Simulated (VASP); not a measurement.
Here is a VASP 6.6.1 calculation.

Contents of INCAR:

```
SYSTEM = SiNi2
PREC     = Accurate       ! precision mode
ENCUT    = 600            ! plane-wave cutoff, eV
EDIFF    = 1E-7           ! SCF threshold, eV
ISMEAR   = 0              ! smearing method
SIGMA    = 0.1            ! smearing width, eV
LREAL    = .FALSE.        ! projectors in reciprocal space
LASPH    = .TRUE.         ! aspherical terms in the spheres
NELM     = 120            ! most SCF steps
ALGO     = Normal         ! electronic algorithm
ISIF     = 3              ! what is computed and relaxed
LWAVE    = .FALSE.        ! write WAVECAR
LCHARG   = .FALSE.        ! write CHGCAR
GGA      = PE             ! functional
IBRION   = 2              ! ionic algorithm
NSW      = 100            ! ionic steps
EDIFFG   = -0.01          ! ionic threshold
GGA_COMPAT= .FALSE.      
NELMIN   = 4
```

Contents of KPOINTS:

```
regular mesh
0
G
  12 12 6
  0 0 0
```

The input POSCAR:

```
SiNi2
1.0
    4.0309344628      0.0000000000      0.0000000000
   -2.0154672314      3.4908916457      0.0000000000
    0.0000000000      0.0000000000      6.8528434172
Si Ni
2 4
Direct
    0.3333333333      0.6666666667      0.0000000000
    0.6666666667      0.3333333333      0.0000000000
    0.3333333333      0.6666666667      0.3288654180
    0.3333333333      0.6666666667      0.6711345820
    0.6666666667      0.3333333333      0.6711345820
    0.6666666667      0.3333333333      0.3288654180
```

Potentials or basis: VASP PAW PBE potentials, release 64 (Si, Ni).

Run with:

```console
$ cat potpaw_PBE.64/Si/POTCAR potpaw_PBE.64/Ni/POTCAR > POTCAR
$ mpirun -np 1 vasp_std > vasp.out
```

Q: Predict the relaxed volume.

A: 16.08 Å³/atom.

Q: Estimate the band gap on the k mesh.

A: Zero (bands 24 and 25 overlap by 0.69 eV).

Q: Predict the relaxed cell.

A: a = 4.030 Å, b = 4.030 Å, c = 6.859 Å, α = 90.00°, β = 90.00°, γ = 120.00°.

Final structure:
```xyz
6
Lattice="4.0302 0.0000 0.0000 -2.0151 3.4903 0.0000 0.0000 0.0000 6.8588" Properties=species:S:1:pos:R:3 pbc="T T T"
Si    0.0000    2.3269    6.8588
Si    2.0151    1.1634    6.8588
Ni    0.0000    2.3269    2.2561
Ni    0.0000    2.3269    4.6027
Ni    2.0151    1.1634    4.6027
Ni    2.0151    1.1634    2.2561
```

Spin polarisation is off, so any magnetic state and its effect on volume and gap are missing.
